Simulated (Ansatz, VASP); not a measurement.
## Two plane-wave programs on Be3H

```
Be H
1.0
     4.41461    0.00000    0.00000
    -2.20730    3.82316    0.00000
     0.00000    0.00000    3.58260
Be H
6 2
Direct
  0.08151 0.33443 0.26080
  0.66557 0.74708 0.26080
  0.25292 0.91849 0.26080
  0.74708 0.08151 0.73920
  0.33443 0.25292 0.73920
  0.91849 0.66557 0.73920
  0.33333 0.66667 0.05127
  0.66667 0.33333 0.94873
```

Alike in both runs: functional PBE; k mesh 6 × 6 × 4; occupations gaussian, width 0.1 eV; no spin polarisation.

Ansatz relaxed the structure, and its values are those at the end. VASP's run is a single point on that final structure, the one shown.

|  | VASP | Ansatz |
| --- | --- | --- |
| version | VASP 6.6.1 | Ansatz 0.2.0 |
| potentials or method | VASP PAW PBE potentials, release 64 (Be, H), cutoff 520 eV | scalar-relativistic, plane waves, PAW |
| valence electrons in the cell | 14 | 14 |

```tsv
	VASP	Ansatz	Ansatz less VASP
gap on the k mesh at the Fermi level (eV)	none	none	-
pressure (GPa)	0.1	0.0	-0.05
rms of the force components (eV/Å)	0.009	0.010	+0.0007
```

A gap of «none» marks a metal or a gap that the smearing closes. With one functional, cell and mesh, what is left measures potentials, basis and numerics.

The k mesh is coarse, so the values compare programs but aren't converged.
